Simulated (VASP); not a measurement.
NiO, 2 atoms in the cell. Symmetry: Fm-3m, No. 225, cubic system. The conventional cell has a = 4.087 Å, b = 4.087 Å, c = 4.087 Å, α = 90.00°, β = 90.00°, γ = 90.00°. Within 2.7 Å of Ni (site symmetry m-3m) lie 6 O at 2.04 Å. O (site symmetry m-3m) has 6 Ni at 2.04 Å within 2.7 Å. 

* Program: VASP 6.6.1
* Task: single point
* Functional: LDA
* Potentials or basis: VASP PAW LDA potentials, release 64 (Ni, O)
* Cutoff: 520 eV
* k mesh: 11 × 11 × 11
* Occupations: fermi-dirac, width 0.05 eV
* Spin: collinear spin, ferromagnetic start
* Starting moments: [1.0, 0.0] μB
* Dipole correction: no
* Further INCAR settings: ALGO = Normal; EDIFF = 1e-06; NBANDS = 19

Potentials or basis: VASP PAW LDA potentials, release 64 (Ni, O).

The run is started by

```bash
$ cat potpaw_LDA.64/Ni/POTCAR potpaw_LDA.64/O/POTCAR > POTCAR
$ mpirun -np 1 vasp_std > vasp.out
```

Hardware: 1 thread of Intel(R) Xeon(R) 6975P-C (Granite Rapids), on a shared host.

How long does it take, and how much memory?

Wall time 21 s on 1 thread of Intel(R) Xeon(R) 6975P-C (Granite Rapids) (shared host), peak memory 0.15 GiB. Counts: scf iterations 14, k points 56.
